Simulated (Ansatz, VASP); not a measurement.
# Zr2HS4: VASP beside Ansatz

INCAR

```
PREC = Accurate
ENCUT = 400
EDIFF = 1E-6
ISMEAR = 0
SIGMA = 0.05
LREAL = False
LASPH = True
NELM = 120
ALGO = Normal
ISIF = 2
LWAVE = False
LCHARG = False
LDIPOL = True
IDIPOL = 3
DIPOL = 0.5 0.5 0.285
GGA = PE
IVDW = 12
NBANDS = 62
GGA_COMPAT = False
NELMDL = -8
```

File KPOINTS:

```
Automatic mesh
0
Gamma
  6 6 1
```

Contents of POSCAR:

```
Zr2HS4
1.0
    7.2976778227      0.0000000000      0.0000000000
   -3.6488389114      6.3199743831      0.0000000000
    0.0000000000      0.0000000000     20.9171506047
S Zr H
8 4 2
Direct
    0.3333333333      0.1666666667      0.1912306354
    0.3333333333      0.6666666667      0.1912306354
    0.8333333333      0.1666666667      0.1912306354
    0.8333333333      0.6666666667      0.1912306354
    0.1666666667      0.3333333333      0.3306927762
    0.1666666667      0.8333333333      0.3306927762
    0.6666666667      0.3333333333      0.3306927762
    0.6666666667      0.8333333333      0.3306927762
    0.0000000000      0.0000000000      0.2609617058
    0.0000000000      0.5000000000      0.2609617058
    0.5000000000      0.0000000000      0.2609617058
    0.5000000000      0.5000000000      0.2609617058
    0.2741954354      0.7258045646      0.4286984769
    0.3924712313      0.6075287687      0.4286984769
```

Input for Ansatz:

```yaml
crystal:
  lattice:
    - [7.2976778227, 0.0, 0.0]
    - [-3.6488389114, 6.3199743831, 0.0]
    - [0.0, 0.0, 20.9171506047]
  atoms:
    - { symbol: S, position: [0.3333333333, 0.1666666667, 0.1912306354] }
    - { symbol: S, position: [0.3333333333, 0.6666666667, 0.1912306354] }
    - { symbol: S, position: [0.8333333333, 0.1666666667, 0.1912306354] }
    - { symbol: S, position: [0.8333333333, 0.6666666667, 0.1912306354] }
    - { symbol: Zr, position: [0.0, 0.0, 0.2609617058] }
    - { symbol: Zr, position: [0.0, 0.5, 0.2609617058] }
    - { symbol: Zr, position: [0.5, 0.0, 0.2609617058] }
    - { symbol: Zr, position: [0.5, 0.5, 0.2609617058] }
    - { symbol: S, position: [0.1666666667, 0.3333333333, 0.3306927762] }
    - { symbol: S, position: [0.1666666667, 0.8333333333, 0.3306927762] }
    - { symbol: S, position: [0.6666666667, 0.3333333333, 0.3306927762] }
    - { symbol: S, position: [0.6666666667, 0.8333333333, 0.3306927762] }
    - { symbol: H, position: [0.2741954354, 0.7258045646, 0.4286984769] }
    - { symbol: H, position: [0.3924712313, 0.6075287687, 0.4286984769] }
basis:
  ecutwfc: 420
kpoints:
  mp_grid: { grid: [6, 6, 1] }
hamiltonian:
  xc: pbe
  pseudopotentials: { kind: paw, azcp: { folder: soft_1 } }
  dispersion: d3bj
scf:
  occupations: { method: gaussian, width: 0.05 }
output:
  forces: true
  eigenvalues: true
efield:
  axis: 3
  dipole_correction: true
  ramp_width: 0.04
```

Alike in both runs: task single point; functional PBE; dispersion D3(BJ); k mesh 6 × 6 × 1; occupations gaussian, width 0.05 eV; no spin polarisation.

|  | VASP | Ansatz |
| --- | --- | --- |
| version | VASP 6.6.1 | Ansatz 0.2.0 |
| potentials or method | VASP PAW PBE potentials, release 64 (S, Zr_sv, H), cutoff 400 eV | scalar-relativistic, plane waves, PAW |
| valence electrons in the cell | 98 | 98 |

Ansatz gave:

```
gap on the k mesh at the Fermi level (eV) : 1.10
least direct gap on the mesh (eV)         : 1.10
rms of the force components (eV/Å)        : 0.811
```

Question: What did VASP give for the same quantities?

Answer: gap on the k mesh at the Fermi level (eV): 1.09; least direct gap on the mesh (eV): 1.09; rms of the force components (eV/Å): 0.809.
